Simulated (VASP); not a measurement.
# TlMo4F (P4/mmm) in VASP: notebook

The runs below take TlMo4F through single point, with PBE.

Everything below comes from runs of VASP 6.6.1. Logs are shortened: lines on timing, memory, paths and dates and some standing lists are left out, and cuts for length are marked.

## (1) The cell of the first run

Symmetry: P4/mmm, No. 123, tetragonal system. The conventional cell has a = 3.560 Å, b = 3.560 Å, c = 8.815 Å, α = 90.00°, β = 90.00°, γ = 90.00°. Tl (site symmetry 4/mmm) has 8 Mo at 3.00 Å and 4 Tl at 3.56 Å within 3.9 Å. Mo (site symmetry 2mm) has 4 Mo at 2.52 Å and 2 F at 2.68 Å and 2 Tl at 3.00 Å within 3.3 Å. Within 3.6 Å of F (site symmetry 4/mmm) lie 8 Mo at 2.68 Å and 4 F at 3.56 Å.

The cell was generated, and may not be a known phase.

## (2) Single point, PBE

Input file INCAR:

```
PREC = Accurate
ENCUT = 520
EDIFF = 1E-6
ISMEAR = 0
SIGMA = 0.1
LREAL = F
LASPH = T
NELM = 100
ALGO = Normal
ISIF = 2
LWAVE = F
LCHARG = F
GGA = PE
NBANDS = 47
```

Input file KPOINTS:

```
regular mesh
0
Gamma
  10 10 4
```

Input file POSCAR:

```
TlMo4F
1.0
    3.5604202415      0.0000000000      0.0000000000
    0.0000000000      3.5604202415      0.0000000000
    0.0000000000      0.0000000000      8.8146302962
Tl Mo F
1 4 1
Direct
    0.5000000000      0.5000000000      0.5000000000
    0.5000000000      0.0000000000      0.7732603616
    0.0000000000      0.5000000000      0.2267396384
    0.5000000000      0.0000000000      0.2267396384
    0.0000000000      0.5000000000      0.7732603616
    0.0000000000      0.0000000000      0.0000000000
```

Potentials or basis: VASP PAW PBE potentials, release 64 (Tl_d, Mo_sv, F).

Command:

```
$ cat potpaw_PBE.64/Tl_d/POTCAR potpaw_PBE.64/Mo_sv/POTCAR potpaw_PBE.64/F/POTCAR > POTCAR
$ mpirun -np 1 vasp_std > vasp.out
```

OUTCAR:

```text
PREC = Accurate
   ENCUT = 520
   EDIFF = 1E-6
   ISMEAR = 0
   LREAL = F
   LASPH = T
   NELM = 100
   ISIF = 2
   GGA = PE

 ion  position               nearest neighbor table
   1  0.500  0.500  0.500-   2 3.00   3 3.00   4 3.00   5 3.00   2 3.00   4 3.00   3 3.00   5 3.00

   2  0.500  0.000  0.773-   5 2.52   5 2.52   5 2.52   5 2.52   6 2.68   6 2.68   1 3.00   1 3.00

   3  0.000  0.500  0.227-   4 2.52   4 2.52   4 2.52   4 2.52   6 2.68   6 2.68   1 3.00   1 3.00

   4  0.500  0.000  0.227-   3 2.52   3 2.52   3 2.52   3 2.52   6 2.68   6 2.68   1 3.00   1 3.00

   5  0.000  0.500  0.773-   2 2.52   2 2.52   2 2.52   2 2.52   6 2.68   6 2.68   1 3.00   1 3.00

   6  0.000  0.000  0.000-   2 2.68   3 2.68   4 2.68   5 2.68   3 2.68   5 2.68   2 2.68   4 2.68

  LATTYP: Found a simple tetragonal cell.
 ALAT       =     3.5604202415
 C/A-ratio  =     2.4757274980

  Lattice vectors:

 A1 = (   3.5604202415,   0.0000000000,   0.0000000000)
 A2 = (   0.0000000000,   3.5604202415,   0.0000000000)
 A3 = (   0.0000000000,   0.0000000000,   8.8146302962)

Analysis of symmetry for initial positions (statically):
=====================================================================
 Subroutine PRICEL returns:
 Original cell was already a primitive cell.

 Routine SETGRP: Setting up the symmetry group for a
 simple tetragonal supercell.

 Subroutine GETGRP returns: Found 16 space group operations
 (whereof 16 operations were pure point group operations)
 out of a pool of 16 trial point group operations.

The static configuration has the point symmetry D_4h.

Analysis of symmetry for dynamics (positions and initial velocities):
=====================================================================
 Subroutine PRICEL returns:
 Original cell was already a primitive cell.

 Routine SETGRP: Setting up the symmetry group for a
 simple tetragonal supercell.

 Subroutine GETGRP returns: Found 16 space group operations
 (whereof 16 operations were pure point group operations)
 out of a pool of 16 trial point group operations.

The dynamic configuration has the point symmetry D_4h.

 Subroutine INISYM returns: Found 16 space group operations
 (whereof 16 operations are pure point group operations),
 and found     1 'primitive' translations

----------------------------------------------------------------------------------------

                                     Primitive cell

  volume of cell :     111.7395

  direct lattice vectors                    reciprocal lattice vectors
     3.560420242  0.000000000  0.000000000     0.280865722  0.000000000  0.000000000
     0.000000000  3.560420242  0.000000000     0.000000000  0.280865722  0.000000000
     0.000000000  0.000000000  8.814630296     0.000000000  0.000000000  0.113447753

  length of vectors
     3.560420242  3.560420242  8.814630296     0.280865722  0.280865722  0.113447753

  position of ions in fractional coordinates (direct lattice)
     0.500000000  0.500000000  0.500000000
     0.500000000  0.000000000  0.773260362
     0.000000000  0.500000000  0.226739638
     0.500000000  0.000000000  0.226739638
     0.000000000  0.500000000  0.773260362
     0.000000000  0.000000000  0.000000000

  ion indices of the primitive-cell ions
   primitive index   ion index
                 1           1
                 2           2
                 3           3
                 4           4
                 5           5
                 6           6

----------------------------------------------------------------------------------------

 KPOINTS: regular mesh

Automatic generation of k-mesh.
 Grid dimensions read from file:
 generate k-points for:   10   10    4

 Generating k-lattice:

  Cartesian coordinates                     Fractional coordinates (reciprocal lattice)
     0.028086572  0.000000000  0.000000000     0.100000000  0.000000000  0.000000000
     0.000000000  0.028086572  0.000000000     0.000000000  0.100000000  0.000000000
     0.000000000  0.000000000  0.028361938     0.000000000  0.000000000  0.250000000

  Length of vectors
     0.028086572  0.028086572  0.028361938

  Shift w.r.t. Gamma in fractional coordinates (k-lattice)
     0.000000000  0.000000000  0.000000000

 Subroutine IBZKPT returns following result:
 ===========================================

 Found     63 irreducible k-points:

 Following reciprocal coordinates:
            Coordinates               Weight
  0.000000  0.000000  0.000000      1.000000
  0.100000  0.000000  0.000000      4.000000
  0.200000  0.000000  0.000000      4.000000
  0.300000  0.000000  0.000000      4.000000
  0.400000  0.000000  0.000000      4.000000
  0.500000  0.000000  0.000000      2.000000
[... 16 lines left out ...]
  0.100000  0.000000  0.250000      8.000000
  0.200000  0.000000  0.250000      8.000000
 [... further k-points ...]
   k-points           NKPTS =     63   k-points in BZ     NKDIM =     63   number of bands    NBANDS=     47
   number of dos      NEDOS =    301   number of ions     NIONS =      6
   total plane-waves  NPLWV =  54880
   dimension x,y,z NGX =    28 NGY =   28 NGZ =   70
   dimension x,y,z NGXF=    56 NGYF=   56 NGZF=  140
   ions per type =               1   4   1
   NGX,Y,Z   is equivalent  to a cutoff of  13.07, 13.07, 13.20 a.u.
   NGXF,Y,Z  is equivalent  to a cutoff of  26.15, 26.15, 26.40 a.u.
 SYSTEM =  unknown system
   PREC   = accura    normal or accurate (medium, high low for compatibility)
   ISTART =      0    job   : 0-new  1-cont  2-samecut
   ICHARG =      2    charge: 1-file 2-atom 10-const
   ISPIN  =      1    spin polarized calculation?
   LNONCOLLINEAR =      F non collinear calculations
   LSORBIT =      F    spin-orbit coupling
   LASPH  =      T    aspherical Exc in radial PAW
   ENCUT  =  520.0 eV  38.22 Ry    6.18 a.u.   6.62  6.62 16.39*2*pi/ulx,y,z
   NELM   =    100;   NELMIN=  2; NELMDL= -5     # of ELM steps
   EDIFF  = 0.1E-05   stopping-criterion for ELM
   LREAL  =      F    real-space projection
   EDIFFG = 0.1E-04   stopping-criterion for IOM
   NSW    =      0    number of steps for IOM
   IBRION =     -1    ionic relax: 0-MD 1-quasi-New 2-CG
   NFREE  =      0    steps in history (QN), initial steepest desc. (CG)
   ISIF   =      2    stress and relaxation
   ISYM   =      2    0-nonsym 1-usesym 2-fastsym
   POTIM  = 0.5000    time-step for ionic-motion
   TEBEG  =    0.0;   TEEND  =   0.0 temperature during run
   PSTRESS=    0.0 pullay stress
   NELECT =      76.0000    total number of electrons
   NUPDOWN=      -1.0000    fix difference up-down
   EMIN   =  10.00;   EMAX   =-10.00  energy-range for DOS
   EFERMI =   0.00;   METHOD = LEGACY
   ISMEAR =     0;   SIGMA  =   0.10  broadening in eV -4-tet -1-fermi 0-gaus
   EFERMI_NEDOS =   21; number of points for ismear=-14 and -15
   IALGO  =     38    algorithm
   IMIX   =      4    mixing-type and parameters
     AMIX     =   0.40;   BMIX     =  1.00
     AMIX_MAG =   1.60;   BMIX_MAG =  1.00
  volume/ion in A,a.u.               =      18.62       125.68
  Fermi-wavevector in a.u.,A,eV,Ry     =   1.439717  2.720671 28.201955  2.072785
  Thomas-Fermi vector in A             =   2.558542
   LORBIT       =      0    0 simple, 1 ext, 2 COOP (PROOUT), +10 PAW based schemes
   GGA     = PE    functional components
   LHFCALC =     F    Hartree Fock is set to
   AEXX    =    0.0000 exact exchange contribution
   IVDW    =     0    specifies the selected vdW correction
   LEPSILON=     F    determine dielectric tensor
   LRPA    =     F    only Hartree local field effects (RPA)
 non-spin polarized calculation
 Gauss-broadening in eV      SIGMA  =   0.10
  energy-cutoff  :      520.00
  volume of cell :      111.74
 maximum number of plane-waves:      3034
 NGX is ok and might be reduce to    28
   NGX = 13   NGY = 13   NGZ = 33

 number of electron      76.0000018 magnetization

 Free energy of the ion-electron system (eV)
  ---------------------------------------------------
  ext. energy  EPLUGINS =         0.00000000
  ---------------------------------------------------
  free energy    TOTEN  =       -43.14097962 eV

  energy without entropy =      -43.11531711  energy(sigma->0) =      -43.12814836

 E-fermi :   8.4854     XC(G=0): -11.5098

 val. band max:        8.4821181867   @ k =   0.5000   0.2000   0.5000
 cond. band min:       8.4855486456   @ k =   0.3000   0.3000   0.2500
 fundamental gap:      0.0034304589
 Fermi energy:         8.4853543290

 k-point     1 :       0.0000    0.0000    0.0000
  band No.  band energies     occupation
      1     -52.6724      2.00000
      2     -52.6719      2.00000
      3     -52.1343      2.00000
      4     -52.1341      2.00000
      5     -27.3110      2.00000
      6     -27.3110      2.00000
[... 39 lines left out ...]
     46      12.9993      0.00000
     47      13.0002      0.00000

 k-point     2 :       0.1000    0.0000    0.0000
  band No.  band energies     occupation
      1     -52.6593      2.00000
      2     -52.6589      2.00000
      3     -52.1476      2.00000
      4     -52.1474      2.00000
      5     -27.2798      2.00000
      6     -27.2789      2.00000
[... 39 lines left out ...]
     46      12.7625      0.00000
     47      13.0221      0.00000

 k-point     3 :       0.2000    0.0000    0.0000
  band No.  band energies     occupation
      1     -52.6215      2.00000
      2     -52.6211      2.00000
      3     -52.1862      2.00000
      4     -52.1859      2.00000
      5     -27.1874      2.00000
      6     -27.1861      2.00000
[... 1039 lines left out ...]
     46      12.7587      0.00000
     47      12.7646      0.00000

 k-point    24 :       0.2000    0.0000    0.2500
  band No.  band energies     occupation
      1     -52.6215      2.00000
      2     -52.6211      2.00000
      3     -52.1862      2.00000
      4     -52.1859      2.00000
      5     -27.1874      2.00000
      6     -27.1861      2.00000
[... 39 lines left out ...]
     46      12.0926      0.00000
     47      12.1264      0.00000

 [... further k-points ...]

------------------------ aborting loop because EDIFF is reached ----------------------------------------

  FORCE on cell =-STRESS in cart. coord.  units (eV):
  Direction    XX          YY          ZZ          XY          YZ          ZX
  --------------------------------------------------------------------------------------
  -------------------------------------------------------------------------------------
  Total        0.2295267      0.2295267     -0.0151050      0.0000000     -0.0000000      0.0000000
  in kB        3.2910709      3.2910709     -0.2165838      0.0000000     -0.0000000      0.0000000
  external PRESSURE =       2.1218526 kB  Pullay stress =       0.0000000 kB

 VOLUME and BASIS-vectors are now :
 -----------------------------------------------------------------------------
  energy-cutoff  :      520.00
  volume of cell :      111.74
      direct lattice vectors                 reciprocal lattice vectors
     3.560420242  0.000000000  0.000000000     0.280865722  0.000000000  0.000000000
     0.000000000  3.560420242  0.000000000     0.000000000  0.280865722  0.000000000
     0.000000000  0.000000000  8.814630296     0.000000000  0.000000000  0.113447753

 POSITION                                       TOTAL-FORCE (eV/Angst)
 -----------------------------------------------------------------------------------
      1.78021      1.78021      4.40732        -0.000000      0.000000      0.000000
      1.78021      0.00000      6.81600         0.000000      0.000000     -0.001050
      0.00000      1.78021      1.99863        -0.000000     -0.000000      0.001050
      1.78021      0.00000      1.99863        -0.000000      0.000000      0.001050
      0.00000      1.78021      6.81600        -0.000000     -0.000000     -0.001050
      0.00000      0.00000      0.00000        -0.000000      0.000000      0.000000
 -----------------------------------------------------------------------------------
    total drift:                                0.000000     -0.000000     -0.000000

  FREE ENERGIE OF THE ION-ELECTRON SYSTEM (eV)
  ---------------------------------------------------
  free  energy   TOTEN  =       -43.1409796172 eV

  energy  without entropy=      -43.1153171100  energy(sigma->0) =      -43.12814836
```

It took 3.1 min on 1 thread of Intel Xeon Platinum 8559C (Emerald Rapids), shared host; peak memory 0.41 GiB.

Results:

```yaml
Free_energy: -43.1410 eV
Pressure: 0.2 GPa
Band_gap_on_the_k_mesh: zero (bands 38 and 39 overlap by 1.35 eV)
```

Levels at points of the mesh, in eV from the Fermi level:
```tsv
k point	band 35	band 36	band 37	band 38	band 39	band 40	band 41	band 42
(0.00, 0.00, 0.00)	-1.68	-1.58	-1.58	-1.07	1.19	1.77	2.41	2.41
(0.50, 0.00, 0.00)	-0.44	-0.43	-0.39	-0.39	-0.36	-0.30	0.03	0.07
(0.50, 0.50, 0.00)	-1.61	-1.61	0.99	0.99	1.02	1.02	1.07	1.07
(0.00, 0.00, 0.50)	-2.01	-1.22	-1.22	0.11	1.16	1.78	2.36	2.36
(0.50, 0.00, 0.50)	-0.43	-0.41	-0.40	-0.33	-0.17	-0.17	-0.12	-0.02
(0.50, 0.50, 0.50)	-1.65	-0.92	0.75	0.87	0.87	0.99	0.99	1.16
```

Caveat: spin-orbit coupling is left out, which moves the levels of the heavy elements.

## (3) Single point, PBE, collinear spin

This run uses another cell than the first one, of 15.63 Å³/atom.

Input file INCAR:

```
  ALGO = Normal
  EDIFF = 1E-6
  ENCUT = 520
  GGA = PE
  ISIF = 2
  ISMEAR = 0
  ISPIN = 2
  LASPH = T
  LCHARG = F
  LMAXMIX = 4
  LORBIT = 11
  LREAL = F
  LWAVE = F
  MAGMOM = 0 1 1 1 1 0
  NBANDS = 51
  NELM = 150
  PREC = Accurate
  SIGMA = 0.1
```

Input file KPOINTS:

```
k-points
0
Gamma
  4 4 4
```

Input file POSCAR:

```
TlMo4F
1.0
    4.0474629400      0.0000000000      0.0000000000
    0.0000000000      4.0474629400      0.0000000000
    0.0000000000      0.0000000000      5.7239309800
Tl Mo F
1 4 1
Direct
    0.5000000000      0.5000000000      0.5000000000
    0.5000000000      0.0000000000      0.7265759700
    0.0000000000      0.5000000000      0.2734240300
    0.5000000000      0.0000000000      0.2734240300
    0.0000000000      0.5000000000      0.7265759700
    0.0000000000      0.0000000000      0.0000000000
```

Potentials or basis: VASP PAW PBE potentials, release 64 (Tl_d, Mo_sv, F).

Command:

```
$ cat potpaw_PBE.64/Tl_d/POTCAR potpaw_PBE.64/Mo_sv/POTCAR potpaw_PBE.64/F/POTCAR > POTCAR
$ mpirun -np 1 vasp_std > vasp.out
```

Wall time 2.2 min (1 thread of Intel Xeon Platinum 8559C (Emerald Rapids), shared host); peak memory 0.31 GiB.

It converged, with:

- Free energy: -34.3657 eV
- Pressure: 50.6 GPa
- Largest force: 5.024 eV/Å
- Band gap on the k mesh: zero (filled and empty bands overlap)
- Net moment: 0.00 μB per cell
- Valence electrons inside the program's atomic spheres: Tl 12.54; Mo 12.67; F 6.02

Forces in eV/Å, atoms in the order of the input:
```
Tl   0.000  0.000  0.000
Mo   0.000  0.000  5.024
Mo   0.000  0.000 -5.024
Mo   0.000  0.000 -5.024
Mo   0.000  0.000  5.024
F    0.000  0.000  0.000
```

Stress tensor (GPa, compression positive):
```
53.08  0.00  0.00
 0.00 53.08  0.00
 0.00  0.00 45.76
```

Levels at points of the mesh, in eV from the Fermi level:
Spin up:
```
           k point  band 36  band 37  band 38  band 39  band 40  band 41
(0.00, 0.00, 0.00)    -0.31    -0.24    -0.24     0.81     0.81     2.02
(0.50, 0.00, 0.00)    -0.80    -0.76    -0.41    -0.10     0.20     0.46
(0.50, 0.50, 0.00)    -0.18    -0.18     0.31     0.89     0.91     1.08
(0.00, 0.00, 0.50)    -0.49    -0.18    -0.18     0.23     0.23     0.91
(0.50, 0.00, 0.50)    -0.89    -0.77    -0.69    -0.51    -0.21     0.12
(0.50, 0.50, 0.50)    -0.42    -0.42     0.14     0.65     0.65     0.79
```
Spin down:
| k point | band 36 | band 37 | band 38 | band 39 | band 40 | band 41 |
| --- | --- | --- | --- | --- | --- | --- |
| (0.00, 0.00, 0.00) | -0.31 | -0.24 | -0.24 | 0.81 | 0.81 | 2.02 |
| (0.50, 0.00, 0.00) | -0.80 | -0.76 | -0.41 | -0.10 | 0.20 | 0.46 |
| (0.50, 0.50, 0.00) | -0.18 | -0.18 | 0.31 | 0.89 | 0.91 | 1.08 |
| (0.00, 0.00, 0.50) | -0.49 | -0.18 | -0.18 | 0.23 | 0.23 | 0.91 |
| (0.50, 0.00, 0.50) | -0.89 | -0.77 | -0.69 | -0.51 | -0.21 | 0.12 |
| (0.50, 0.50, 0.50) | -0.42 | -0.42 | 0.14 | 0.65 | 0.65 | 0.79 |

Caveat: the k points lie up to 0.39 Å⁻¹ apart, too coarse for converged energies and pressures of a metal; spin-orbit coupling is left out, which moves the levels of the heavy elements; forces of over 1 eV/Å act on the atoms, so gaps and moduli don't describe the material at rest.

The gap in the log of VASP goes by the Fermi energy; the results here count the filled bands.